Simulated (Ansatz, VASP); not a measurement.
This is a calculation of MnAs for Ansatz 0.2.0.

File input.yaml:

```yaml
crystal:
  lattice:
    - [3.71, 0.0, 0.0]
    - [-1.855, 3.212954248, 0.0]
    - [0.0, 0.0, 5.91864]
  atoms:
    - { symbol: As, position: [0.6666666667, 0.3333333333, 0.75] }
    - { symbol: As, position: [0.3333333333, 0.6666666667, 0.25] }
    - { symbol: Mn, position: [0.0, 0.0, 0.5], spin: 4.0 }
    - { symbol: Mn, position: [0.0, 0.0, 0.0], spin: 4.0 }
hamiltonian:
  xc: pbe
  pseudopotentials: { kind: paw }
magnetization:
  spin_polarized: true
kpoints:
  mp_grid: { grid: [7, 7, 4] }
scf:
  occupations: { method: fermi_dirac, width: 0.05 }
output:
  forces: true
  stress: true
  eigenvalues: true
```

Potentials or basis: Ansatz PAW.

Command:

```sh
$ ansatz run input.yaml --threads 2 --pin off --max-ram 5632MiB --backend cpu --events-out ev --progress --plain --runs-dir out
```

**Question.** Translate it to VASP 6.6.1. Potentials there: VASP PAW PBE potentials, release 64 (As, Mn_pv).

**Answer.** As run (the cutoff follows the program's own potentials):

The input INCAR:

```
PREC = Accurate ; ENCUT = 520
EDIFF = 1E-7 ; ISMEAR = -1
SIGMA = 0.05 ; LREAL = F
LASPH = T ; NELM = 150
ALGO = Normal ; ISIF = 2
LWAVE = F ; LCHARG = F
ISPIN = 2 ; MAGMOM = 0 0 4 4
LORBIT = 11 ; LMAXMIX = 4
GGA = PE ; NBANDS = 30
```

File KPOINTS:

```
Automatic mesh
0
Gamma
  7 7 4
```

The input POSCAR:

```
MnAs
1.0
    3.7100000000      0.0000000000      0.0000000000
   -1.8550000000      3.2129542480      0.0000000000
    0.0000000000      0.0000000000      5.9186400000
As Mn
2 2
Direct
    0.6666666667      0.3333333333      0.7500000000
    0.3333333333      0.6666666667      0.2500000000
    0.0000000000      0.0000000000      0.5000000000
    0.0000000000      0.0000000000      0.0000000000
```

Potentials or basis: VASP PAW PBE potentials, release 64 (As, Mn_pv).

Command:

```sh
$ cat potpaw_PBE.64/As/POTCAR potpaw_PBE.64/Mn_pv/POTCAR > POTCAR
$ mpirun -np 1 vasp_std > vasp.out
```

Both were run:

|  | VASP | Ansatz | Ansatz less VASP |
| --- | --- | --- | --- |
| gap on the k mesh at the Fermi level (eV) | none | none | - |
| pressure (GPa) | -5.6 | -5.8 | -0.15 |
| traceless stress, the component that is largest in VASP (GPa) | -3.28 | -3.30 | -0.023 |
| net moment per atom (μB) | 1.63 | 1.63 | +0.001 |
| size of the moment on the site where the two differ most (μB) | 3.33 | 3.29 | -0.035 |

Site moments also hang on the region over which each program counts them. A gap of «none» marks a metal or a gap that the smearing closes. VASP's potentials hold 36 valence electrons a cell and Ansatz's 60, so a difference there can come from the potentials and not from the codes.
